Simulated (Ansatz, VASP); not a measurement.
One calculation of Be, two programs

```
Be
1.0
     2.15233    0.00000    0.00000
    -1.07616    1.86397    0.00000
     0.00000    0.00000    2.01108
Be
1
Direct
  0.00000 0.00000 0.00000
```

Alike in both runs: task relaxation of cell and atoms; functional PBE; k mesh 9 × 9 × 8; occupations gaussian, width 0.1 eV; no spin polarisation.

|  | VASP | Ansatz |
| --- | --- | --- |
| version | VASP 6.6.1 | Ansatz 0.2.0 |
| potentials or method | VASP PAW PBE potentials, release 64 (Be), cutoff 600 eV | scalar-relativistic, plane waves, PAW |
| valence electrons in the cell | 2 | 2 |

Ansatz gave:

| Quantity | Value |
| --- | --- |
| gap on the k mesh at the Fermi level, each at its own relaxed structure (eV) | none |
| relaxed volume (Å³/atom) | 9.89 |
| relaxed cell length with the largest relative difference (Å) | 2.495 |

Task: What did VASP give for the same quantities?

Result: gap on the k mesh at the Fermi level, each at its own relaxed structure (eV): none; relaxed volume (Å³/atom): 9.87; relaxed cell length with the largest relative difference (Å): 2.486.

A gap of «none» marks a metal or a gap that the smearing closes.

The k mesh is coarse, so the values compare programs but aren't converged. Noted on VASP's run: the volume moved by over 15 % at a fixed basis, so the end points are rough.
